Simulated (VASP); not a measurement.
**FeGe23 (a cell with a defect): relaxation of the atoms with PBEsol+U**

System: FeGe23 (a cell with a defect).

```
Fe Ge
1.0
     0.00000    8.48631    8.48631
     5.65754    0.00000    5.65754
     5.65754    5.65754    0.00000
Fe Ge
1 23
Direct
  0.00669 0.99726 0.99452
  0.99496 0.00149 0.50687
  0.00156 0.50016 0.99794
  0.99862 0.49520 0.49737
  0.33015 0.00855 0.99795
  0.33131 0.00215 0.50316
  0.33451 0.50355 0.00051
  0.33143 0.50349 0.49796
  0.66883 0.99928 0.99733
  0.66172 0.00277 0.50037
  0.66330 0.50211 0.00724
  0.66673 0.50806 0.50065
  0.08767 0.11793 0.12670
  0.08381 0.12490 0.62341
  0.07959 0.62637 0.12486
  0.08430 0.61890 0.62988
  0.41486 0.12536 0.12128
  0.42127 0.12615 0.61781
  0.41790 0.62493 0.12614
  0.41557 0.63102 0.62811
  0.75315 0.12837 0.12296
  0.75511 0.12336 0.62531
  0.74838 0.62203 0.12262
  0.74614 0.63414 0.62476
```

This cell differs from its parent crystal: atoms moved at random.

```
Program                : VASP 6.6.1
Task                   : relaxation of the atoms
Functional             : PBEsol
Potentials or basis    : VASP PAW PBE potentials, release 64 (Fe, Ge_d)
Cutoff                 : 350 eV
k mesh                 : 2 × 2 × 2
Occupations            : gaussian, width 0.03 eV
Spin                   : collinear spin, zero start
Starting moments       : [0.0, 0.0, 0.0, 0.0, 0.0, 0.0, 0.0, 0.0, 0.0, 0.0, 0.0, 0.0, 0.0, 0.0, 0.0, 0.0, 0.0, 0.0, 0.0, 0.0, 0.0, 0.0, 0.0, 0.0] μB
Fixed moment           : 0 μB
Hubbard terms          : Fe d U = 4 eV
Dq                     : 0
Further INCAR settings : LREAL = Auto; ALGO = Normal; EDIFF = 1e-05; ISYM = 0; IBRION = 2; EDIFFG = -0.03; NSW = 60
```

The energy gained by relaxing is 44.7 meV/atom, the ionic steps are 18 and the largest force after relaxing is 0.027 eV/Å. The net moment is 0.00 μB per cell. The site moments are Fe +0.20; Ge -0.01, +0.01, -0.02, -0.00, +0.00, -0.04 (each value once) μB and the valence electrons inside the program's atomic spheres are Fe 7.24; Ge 12.39, 12.38, 12.40, 12.41 (each value once).

Forces in eV/Å, atoms in the order of the input:
```
Fe   0.001 -0.009 -0.011
Ge   0.000 -0.010 -0.008
Ge   0.010 -0.008  0.005
Ge   0.007 -0.011  0.008
Ge   0.014  0.008  0.008
Ge  -0.018  0.002  0.019
Ge  -0.018  0.012 -0.008
Ge  -0.011  0.005 -0.009
Ge   0.013 -0.010 -0.009
Ge  -0.002  0.007 -0.004
Ge  -0.006  0.016 -0.012
Ge  -0.012 -0.001 -0.001
Ge  -0.005  0.008  0.016
Ge   0.006 -0.004  0.014
Ge   0.014  0.008  0.007
Ge  -0.003  0.012  0.007
Ge  -0.006 -0.002  0.013
Ge  -0.006  0.004 -0.015
Ge  -0.002 -0.004 -0.005
Ge   0.005 -0.005  0.007
Ge   0.002 -0.012 -0.023
Ge   0.014  0.011 -0.020
Ge   0.011 -0.007  0.024
Ge  -0.005 -0.009 -0.001
```

Step by step:
| step | energy change (eV) | largest force (eV/Å) | pressure (GPa) |
| --- | --- | --- | --- |
| 1 | 0.0000 | 1.2967 | -0.87 |
| 2 | -0.9246 | 0.6726 | 1.64 |
| 3 | -0.9951 | 0.4277 | 0.05 |
| 4 | -1.0319 | 0.2380 | -0.45 |
| 5 | -1.0493 | 0.2632 | -0.15 |
| 6 | -1.0527 | 0.2503 | -0.15 |
| 7 | -1.0657 | 0.1167 | -0.16 |
| 8 | -1.0671 | 0.0878 | -0.17 |
| 9 | -1.0692 | 0.0443 | -0.17 |
| 10 | -1.0696 | 0.0404 | -0.19 |
| 11 | -1.0696 | 0.0735 | -0.18 |
| 12 | -1.0697 | 0.0478 | -0.18 |
| 13 | -1.0710 | 0.0364 | -0.19 |
| 14 | -1.0714 | 0.0333 | -0.20 |
| 15 | -1.0716 | 0.0508 | -0.19 |
| 16 | -1.0724 | 0.0326 | -0.18 |
| 17 | -1.0727 | 0.0310 | -0.20 |
| 18 | -1.0731 | 0.0275 | -0.20 |

Final structure:
```yaml
crystal:
  lattice:
    - [0.00000, 8.48631, 8.48631]
    - [5.65754, 0.00000, 5.65754]
    - [5.65754, 5.65754, 0.00000]
  atoms:
    - { symbol: Fe, position: [0.00281, 0.00157, 0.99844] }
    - { symbol: Ge, position: [0.00067, 0.99895, 0.50078] }
    - { symbol: Ge, position: [0.00132, 0.49629, 0.00242] }
    - { symbol: Ge, position: [0.00037, 0.49889, 0.49867] }
    - { symbol: Ge, position: [0.33000, 0.00318, 0.00054] }
    - { symbol: Ge, position: [0.33163, 0.00474, 0.49622] }
    - { symbol: Ge, position: [0.33047, 0.50365, 0.00094] }
    - { symbol: Ge, position: [0.33095, 0.50323, 0.50077] }
    - { symbol: Ge, position: [0.66914, 0.00304, 0.00020] }
    - { symbol: Ge, position: [0.66487, 0.00507, 0.49668] }
    - { symbol: Ge, position: [0.66619, 0.49712, 0.00237] }
    - { symbol: Ge, position: [0.66709, 0.50215, 0.49911] }
    - { symbol: Ge, position: [0.07871, 0.11873, 0.12406] }
    - { symbol: Ge, position: [0.08228, 0.11918, 0.63548] }
    - { symbol: Ge, position: [0.07975, 0.64051, 0.11866] }
    - { symbol: Ge, position: [0.08068, 0.62484, 0.62735] }
    - { symbol: Ge, position: [0.41795, 0.12668, 0.12141] }
    - { symbol: Ge, position: [0.41563, 0.12665, 0.62519] }
    - { symbol: Ge, position: [0.41622, 0.62722, 0.12515] }
    - { symbol: Ge, position: [0.41723, 0.62751, 0.62467] }
    - { symbol: Ge, position: [0.76288, 0.11903, 0.12134] }
    - { symbol: Ge, position: [0.75051, 0.12507, 0.62517] }
    - { symbol: Ge, position: [0.75036, 0.62634, 0.12327] }
    - { symbol: Ge, position: [0.74983, 0.62788, 0.62682] }
```

Eigenvalues of the final occupation matrices:
| site | spin | trace | eigenvalues |
| --- | --- | --- | --- |
| site 1 d | 1 | 3.30 | 0.20 0.46 0.84 0.89 0.91 |
| site 1 d | 2 | 3.11 | 0.09 0.41 0.84 0.88 0.89 |

Run time: 120 min on 4 MPI ranks on AMD EPYC 9R45 96-Core Processor (Zen 5), on a shared host, peak memory 0.61 GiB a rank.

Caveat: the k points lie up to 0.48 Å⁻¹ apart; the cell differs from its parent crystal (atoms moved at random); the cutoff is under 1.25 times the usual one of these potentials, so pressure, stress and relaxed cells hold a basis-set (Pulay) error; the PAW data sets were made with another functional, which shifts forces and pressure a little; the total moment is fixed, so each spin has its own Fermi level; the U is typed as a test and isn't derived for this compound.
